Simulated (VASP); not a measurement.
InP: single point with PBEsol

Crystal: InP.

```
CELL_PARAMETERS angstrom
0.00000 2.95198 2.95198
2.95198 0.00000 2.95198
2.95198 2.95198 0.00000
ATOMIC_POSITIONS crystal
In 0.00000 0.00000 0.00000
P 0.25000 0.25000 0.25000
```

```
Program                : VASP 6.6.1
Task                   : single point
Functional             : PBEsol
Potentials or basis    : VASP PAW PBE potentials, release 64 (In_d, P)
Cutoff                 : 500 eV
k mesh                 : 6 × 6 × 6
Occupations            : gaussian, width 0.1 eV
Spin                   : no spin polarisation
Dipole correction      : no
Further INCAR settings : ALGO = Normal; EDIFF = 1e-06; NBANDS = 16
```

The pressure is -0.9 GPa and the band gap on the k mesh is 0.49 eV, direct.

Levels at points of the mesh, in eV from the valence-band top:
```tsv
k point	band 6	band 7	band 8	band 9	band 10	band 11	band 12	band 13
(0.00, 0.00, 0.00)	-11.40	0.00	0.00	0.00	0.49	4.01	4.01	4.01
(0.50, 0.00, 0.00)	-9.72	-5.69	-0.95	-0.95	1.34	4.73	4.73	6.90
(0.50, 0.50, 0.00)	-9.08	-5.73	-2.28	-2.28	1.66	2.16	8.96	9.38
```

Wall time 11 s on 1 thread of Intel(R) Xeon(R) Platinum 8488C (Sapphire Rapids), with other jobs on the host, peak memory 0.17 GiB.

Caveat: the PAW data sets were made with another functional, which shifts forces and pressure a little; spin-orbit coupling is left out, which moves the levels of the heavy elements. Expect the measured gap to be larger: semilocal functionals such as PBEsol lack the derivative discontinuity.
